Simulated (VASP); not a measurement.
# AlRu (Cmmm) in VASP: further runs, part 2 of 2

VASP 6.6.1. Earlier steps stand in the parts before.

## (4) Single point, PBEsol (strain +0.0375 x Voigt [0, 0, 0, 0, 1, 0])

File INCAR:

```
SYSTEM = AlRu
PREC = Accurate ; ENCUT = 520
EDIFF = 1E-6 ; ISMEAR = 0
SIGMA = 0.15 ; LREAL = .False.
LASPH = .True. ; NELM = 100
ALGO = Fast ; ISIF = 2
LWAVE = .False. ; LCHARG = .True.
GGA = PS ; LELF = .True.
LVHAR = .True. ; NBANDS = 16
```

File KPOINTS:

```
regular mesh
0
Gamma
  16 16 16
  0 0 0
```

File POSCAR:

```
AlRu
1.0
    2.9916000000      0.0000000000      0.0560925000
    0.0000000000      2.9916000000      0.0000000000
    0.0560925000      0.0000000000      2.9916000000
Al Ru
1 1
Direct
    0.0000000000      0.0000000000      0.0000000000
    0.5000000000      0.5000000000      0.5000000000
```

Launch:

```sh
$ cat potpaw_PBE.64/Al/POTCAR potpaw_PBE.64/Ru_pv/POTCAR > POTCAR
$ mpirun -np 1 vasp_std > vasp.out
```

Wall time 2.3 min (1 thread of Intel Xeon Platinum 8259CL at 2.50GHz (Skylake/Cascade Lake), shared host); peak memory 0.37 GiB.

The run converged. Its results:

```yaml
Free_energy: -15.5082 eV
Pressure: -3.0 GPa
Band_gap_on_the_k_mesh: zero (an odd number of electrons rules out a gap without spin polarisation)
```

Stress tensor (GPa, compression positive):
```
-2.98  0.00 -4.86
 0.00 -2.95  0.00
-4.86  0.00 -2.98
```

Levels at points of the mesh, in eV from the Fermi level:
| k point | band 5 | band 6 | band 7 | band 8 | band 9 | band 10 | band 11 | band 12 | band 13 | band 14 |
| --- | --- | --- | --- | --- | --- | --- | --- | --- | --- | --- |
| (0.00, 0.00, 0.00) | -3.61 | -3.60 | 0.08 | 0.16 | 0.26 | 6.04 | 6.06 | 6.10 | 10.99 | 11.00 |
| (0.50, 0.00, 0.00) | -5.48 | -2.82 | -1.62 | -1.60 | 0.43 | 2.27 | 7.42 | 10.94 | 10.99 | 12.69 |
| (0.00, 0.50, 0.00) | -5.49 | -2.80 | -1.74 | -1.48 | 0.41 | 2.27 | 7.45 | 10.88 | 11.11 | 12.50 |
| (0.50, 0.50, 0.00) | -3.11 | -1.38 | -1.38 | -1.19 | -1.17 | 1.51 | 5.26 | 6.27 | 10.52 | 12.00 |
| (0.50, 0.00, 0.50) | -3.12 | -1.64 | -1.19 | -1.17 | -1.11 | 1.51 | 5.19 | 6.36 | 10.58 | 14.18 |
| (0.50, 0.50, 0.50) | -4.65 | -4.59 | 1.60 | 1.60 | 2.53 | 3.79 | 4.15 | 4.40 | 8.33 | 8.53 |

Caveat: the cell differs from its parent crystal (strain +0.0375 x Voigt [0, 0, 0, 0, 1, 0]); the PAW data sets were made with another functional, which shifts forces and pressure a little.

## (5) Single point, PBEsol (strain +0.0225 x Voigt [0, 0, 0, 0, 1, 0])

File INCAR:

```
PREC = Accurate
ENCUT = 520
EDIFF = 1E-6
ISMEAR = 0
SIGMA = 0.15
LREAL = False
LASPH = True
NELM = 100
ALGO = Fast
ISIF = 2
LWAVE = False
LCHARG = True
GGA = PS
LELF = True
LVHAR = True
NBANDS = 16
```

File KPOINTS:

```
Automatic mesh
0
Gamma
  16 16 16
```

File POSCAR:

```
AlRu
1.0
    2.9916000000      0.0000000000      0.0336555000
    0.0000000000      2.9916000000      0.0000000000
    0.0336555000      0.0000000000      2.9916000000
Al Ru
1 1
Direct
    0.0000000000      0.0000000000      0.0000000000
    0.5000000000      0.5000000000      0.5000000000
```

Potentials or basis: VASP PAW PBE potentials, release 64 (Al, Ru_pv).

Launch:

```sh
$ cat potpaw_PBE.64/Al/POTCAR potpaw_PBE.64/Ru_pv/POTCAR > POTCAR
$ mpirun -np 1 vasp_std > vasp.out
```

OUTCAR:

```text
PREC = Accurate
   ENCUT = 520
   EDIFF = 1E-6
   ISMEAR = 0
   LREAL = False
   LASPH = True
   NELM = 100
   ISIF = 2
   GGA = PS

 ion  position               nearest neighbor table
   1  0.000  0.000  0.000-   2 2.57   2 2.57   2 2.57   2 2.57   2 2.61   2 2.61   2 2.61   2 2.61

   2  0.500  0.500  0.500-   1 2.57   1 2.57   1 2.57   1 2.57   1 2.61   1 2.61   1 2.61   1 2.61

  LATTYP: Found a base centered orthorhombic cell.
 ALAT       =     4.1831652286
 B/A-ratio  =     1.0227560051
 C/A-ratio  =     0.7151522439

  Lattice vectors:

 A1 = (  -2.9916000000,   0.0000000000,  -0.0336555000)
 A2 = (   0.0336555000,   0.0000000000,   2.9916000000)
 A3 = (   0.0000000000,   2.9916000000,   0.0000000000)

Analysis of symmetry for initial positions (statically):
=====================================================================
 Subroutine PRICEL returns:
 Original cell was already a primitive cell.

 Routine SETGRP: Setting up the symmetry group for a
 base centered orthorhombic supercell.

 Subroutine GETGRP returns: Found  8 space group operations
 (whereof  8 operations were pure point group operations)
 out of a pool of  8 trial point group operations.

The static configuration has the point symmetry D_2h.

Analysis of symmetry for dynamics (positions and initial velocities):
=====================================================================
 Subroutine PRICEL returns:
 Original cell was already a primitive cell.

 Routine SETGRP: Setting up the symmetry group for a
 base centered orthorhombic supercell.

 Subroutine GETGRP returns: Found  8 space group operations
 (whereof  8 operations were pure point group operations)
 out of a pool of  8 trial point group operations.

The dynamic configuration has the point symmetry D_2h.

 Subroutine INISYM returns: Found  8 space group operations
 (whereof  8 operations are pure point group operations),
 and found     1 'primitive' translations

----------------------------------------------------------------------------------------

                                     Primitive cell

[... 106 lines left out ...]
   EFERMI_NEDOS =   21; number of points for ismear=-14 and -15
   IALGO  =     68    algorithm
   IMIX   =      4    mixing-type and parameters
     AMIX     =   0.40;   BMIX     =  1.00
     AMIX_MAG =   1.60;   BMIX_MAG =  1.00
  volume/ion in A,a.u.               =      13.39        90.33
  Fermi-wavevector in a.u.,A,eV,Ry     =   1.407146  2.659121 26.940364  1.980061
  Thomas-Fermi vector in A             =   2.529435
   LORBIT       =      0    0 simple, 1 ext, 2 COOP (PROOUT), +10 PAW based schemes
   GGA     = PS    functional components
   LHFCALC =     F    Hartree Fock is set to
   AEXX    =    0.0000 exact exchange contribution
   IVDW    =     0    specifies the selected vdW correction
   LEPSILON=     F    determine dielectric tensor
   LRPA    =     F    only Hartree local field effects (RPA)
 non-spin polarized calculation
 RMM-DIIS sequential band-by-band and
 Gauss-broadening in eV      SIGMA  =   0.15
  energy-cutoff  :      520.00
  volume of cell :       26.77
 maximum number of plane-waves:       740
   NGX = 11   NGY = 11   NGZ = 11

 number of electron      16.9999995 magnetization

 Free energy of the ion-electron system (eV)
  ---------------------------------------------------
  ext. energy  EPLUGINS =         0.00000000
  ---------------------------------------------------
  free energy    TOTEN  =       -15.51780410 eV

  energy without entropy =      -15.49877870  energy(sigma->0) =      -15.50829140

 E-fermi :  10.6158     XC(G=0): -12.6873

 val. band max:       10.6117161673   @ k =   0.2500   0.1250   0.0000
 cond. band min:      10.6183101556   @ k =  -0.1250   0.0000   0.1250
 fundamental gap:      0.0065939883
 Fermi energy:        10.6157916382

 k-point     1 :       0.0000    0.0000    0.0000
  band No.  band energies     occupation
      1     -31.1144      2.00000
      2     -31.1119      2.00000
      3     -31.1076      2.00000
      4       0.9146      2.00000
      5       7.0051      2.00000
      6       7.0099      2.00000
[... 433 lines left out ...]
      3     -31.0959      2.00000
      4       2.9177      2.00000
      5       6.9377      2.00000
      6       7.6555      2.00000
[... 8 lines left out ...]
     15      24.6719      0.00000
     16      24.9667      0.00000

 [... further k-points ...]
[... 5 lines left out ...]
  --------------------------------------------------------------------------------------
  -------------------------------------------------------------------------------------
  Total       -0.5237483     -0.5221161     -0.5237483      0.0000000      0.0000000     -0.4869325
  in kB      -31.3456757    -31.2479912    -31.3456757      0.0000000      0.0000000    -29.1422955
  external PRESSURE =     -31.3131142 kB  Pullay stress =       0.0000000 kB

 VOLUME and BASIS-vectors are now :
 -----------------------------------------------------------------------------
  energy-cutoff  :      520.00
  volume of cell :       26.77
      direct lattice vectors                 reciprocal lattice vectors
     2.991600000  0.000000000  0.033655500     0.334311599  0.000000000 -0.003761005
     0.000000000  2.991600000  0.000000000     0.000000000  0.334269287  0.000000000
     0.033655500  0.000000000  2.991600000    -0.003761005  0.000000000  0.334311599

 POSITION                                       TOTAL-FORCE (eV/Angst)
 -----------------------------------------------------------------------------------
      0.00000      0.00000      0.00000         0.000000      0.000000      0.000000
      1.51263      1.49580      1.51263        -0.000000      0.000000      0.000000
 -----------------------------------------------------------------------------------
    total drift:                                0.000000     -0.000000     -0.000000

  FREE ENERGIE OF THE ION-ELECTRON SYSTEM (eV)
  ---------------------------------------------------
  free  energy   TOTEN  =       -15.5178040959 eV

  energy  without entropy=      -15.4987786986  energy(sigma->0) =      -15.50829140
```

OSZICAR:

```text
N       E                     dE             d eps       ncg     rms          rms(c)
DAV:   1     0.113904316456E+03    0.11390E+03   -0.91866E+03 21560   0.990E+02
DAV:   2    -0.144405455605E+02   -0.12834E+03   -0.12234E+03 24656   0.291E+02
DAV:   3    -0.162972026079E+02   -0.18567E+01   -0.18514E+01 26968   0.366E+01
DAV:   4    -0.163106349346E+02   -0.13432E-01   -0.13414E-01 26376   0.327E+00
DAV:   5    -0.163108227256E+02   -0.18779E-03   -0.18755E-03 25672   0.373E-01    0.132E+01
RMM:   6    -0.156190951964E+02    0.69173E+00   -0.23413E+00 21642   0.119E+01    0.238E+00
RMM:   7    -0.155362933375E+02    0.82802E-01   -0.14538E-01 22311   0.310E+00    0.199E+00
RMM:   8    -0.155181187333E+02    0.18175E-01   -0.17467E-02 23239   0.933E-01    0.200E-01
RMM:   9    -0.155178101423E+02    0.30859E-03   -0.13305E-03 24114   0.301E-01    0.131E-01
RMM:  10    -0.155178048806E+02    0.52617E-05   -0.18781E-04 25400   0.126E-01    0.301E-02
RMM:  11    -0.155178057251E+02   -0.84457E-06   -0.45907E-05 25192   0.560E-02    0.217E-02
RMM:  12    -0.155178040818E+02    0.16434E-05   -0.13131E-05 25856   0.302E-02    0.104E-02
RMM:  13    -0.155178040959E+02   -0.14136E-07   -0.19545E-06 20046   0.127E-02
   1 F= -.15517804E+02 E0= -.15508291E+02  d E =-.190254E-01
```

It took 2.1 min on 1 thread of Intel Xeon Platinum 8259CL at 2.50GHz (Skylake/Cascade Lake), shared host; peak memory 0.37 GiB.

What came out:

```
Free energy            : -15.5178 eV
Pressure               : -3.1 GPa
Band gap on the k mesh : zero (an odd number of electrons rules out a gap without spin polarisation)
```

Levels at points of the mesh, in eV from the Fermi level:
| k point | band 6 | band 7 | band 8 | band 9 | band 10 | band 11 | band 12 | band 13 |
| --- | --- | --- | --- | --- | --- | --- | --- | --- |
| (0.00, 0.00, 0.00) | -3.61 | 0.12 | 0.17 | 0.23 | 6.04 | 6.05 | 6.08 | 10.98 |
| (0.50, 0.00, 0.00) | -2.81 | -1.62 | -1.61 | 0.43 | 2.27 | 7.43 | 10.97 | 10.98 |
| (0.00, 0.50, 0.00) | -2.81 | -1.69 | -1.54 | 0.42 | 2.27 | 7.44 | 10.92 | 11.06 |
| (0.50, 0.50, 0.00) | -1.38 | -1.38 | -1.18 | -1.17 | 1.51 | 5.26 | 6.27 | 10.56 |
| (0.50, 0.00, 0.50) | -1.54 | -1.22 | -1.19 | -1.17 | 1.51 | 5.23 | 6.30 | 10.58 |
| (0.50, 0.50, 0.50) | -4.61 | 1.60 | 1.60 | 2.56 | 3.90 | 4.11 | 4.27 | 8.42 |

Caveat: the cell differs from its parent crystal (strain +0.0225 x Voigt [0, 0, 0, 0, 1, 0]); the cell stands under tension; the PAW data sets were made with another functional, which shifts forces and pressure a little.

## (6) Single point, PBEsol (strain +0.0075 x Voigt [0, 0, 0, 0, 1, 0])

File INCAR:

```
SYSTEM = AlRu
PREC     = Accurate       ! precision mode
ENCUT    = 520            ! plane-wave cutoff, eV
EDIFF    = 1E-7           ! SCF threshold, eV
ISMEAR   = 0              ! smearing method
SIGMA    = 0.15           ! smearing width, eV
LREAL    = .FALSE.        ! projectors in reciprocal space
LASPH    = .TRUE.         ! aspherical terms in the spheres
NELM     = 100            ! most SCF steps
ALGO     = Fast           ! electronic algorithm
ISIF     = 2              ! what is computed and relaxed
LWAVE    = .FALSE.        ! write WAVECAR
LCHARG   = .FALSE.        ! write CHGCAR
GGA      = PS             ! functional
NBANDS   = 16             ! bands
```

File KPOINTS:

```
regular mesh
0
G
  16 16 16
  0 0 0
```

File POSCAR:

```
AlRu
1.0
    2.9916000000      0.0000000000      0.0112185000
    0.0000000000      2.9916000000      0.0000000000
    0.0112185000      0.0000000000      2.9916000000
Al Ru
1 1
Direct
    0.0000000000      0.0000000000      0.0000000000
    0.5000000000      0.5000000000      0.5000000000
```

Potentials or basis: VASP PAW PBE potentials, release 64 (Al, Ru_pv).

Launch:

```sh
$ cat potpaw_PBE.64/Al/POTCAR potpaw_PBE.64/Ru_pv/POTCAR > POTCAR
$ mpirun -np 1 vasp_std > vasp.out
```

Wall time 5.5 min (1 thread of Intel Xeon 8259CL, shared host); peak memory 0.37 GiB.

Results (log left out):

* Free energy: -15.5226 eV
* Pressure: -3.2 GPa
* Band gap on the k mesh: zero (an odd number of electrons rules out a gap without spin polarisation)

Stress tensor (GPa, compression positive):
```
-3.17  0.00 -0.97
 0.00 -3.17  0.00
-0.97  0.00 -3.17
```

Levels at points of the mesh, in eV from the Fermi level:
```csv
k point,band 5,band 6,band 7,band 8,band 9,band 10,band 11,band 12,band 13,band 14
"(0.00, 0.00, 0.00)",-3.61,-3.61,0.16,0.17,0.19,6.05,6.05,6.06,10.98,10.98
"(0.50, 0.00, 0.00)",-5.49,-2.81,-1.62,-1.61,0.43,2.27,7.43,10.98,10.98,12.74
"(0.00, 0.50, 0.00)",-5.49,-2.81,-1.64,-1.59,0.43,2.26,7.43,10.96,11.01,12.69
"(0.50, 0.50, 0.00)",-3.11,-1.38,-1.38,-1.18,-1.18,1.51,5.26,6.26,10.58,14.42
"(0.50, 0.00, 0.50)",-3.11,-1.44,-1.33,-1.18,-1.18,1.51,5.25,6.27,10.58,14.37
"(0.50, 0.50, 0.50)",-4.65,-4.64,1.60,1.60,2.58,4.02,4.08,4.14,8.51,8.56
```

Caveat: the cell differs from its parent crystal (strain +0.0075 x Voigt [0, 0, 0, 0, 1, 0]); the cell stands under tension; the PAW data sets were made with another functional, which shifts forces and pressure a little.

## (7) Overview

```csv
cell,further INCAR settings,gap on the mesh (eV),pressure (GPa)
"a = 2.992 Å, angles 90.0, 91.7, 90.0°, 2 atoms",ALGO = Fast; EDIFF = 1e-06; NBANDS = 16,none,-3.1
"a = 2.992 Å, angles 90.0, 89.1, 90.0°, 2 atoms",ALGO = Fast; EDIFF = 1e-06; NBANDS = 16,none,-3.2
"a = 2.992 Å, angles 90.0, 87.9, 90.0°, 2 atoms",ALGO = Fast; EDIFF = 1e-06; NBANDS = 16,none,-3.0
"a = 2.992 Å, angles 90.0, 88.7, 90.0°, 2 atoms",ALGO = Fast; EDIFF = 1e-06; NBANDS = 16,none,-3.1
"a = 2.992 Å, angles 90.0, 89.6, 90.0°, 2 atoms",ALGO = Fast; EDIFF = 1e-07; NBANDS = 16,none,-3.2
```

Alike in all rows: task single point; level PBEsol; potentials or basis VASP PAW PBE potentials, release 64 (Al, Ru_pv); no spin polarisation; k mesh 16 × 16 × 16; cutoff (eV) 520; smearing gaussian 0.15 eV.

Caveats: the PAW data sets were made with another functional, which shifts forces and pressure a little; the cell stands under tension (at least some runs).

Total energies depend on the potentials used, so only differences within one code and one set of settings carry meaning.
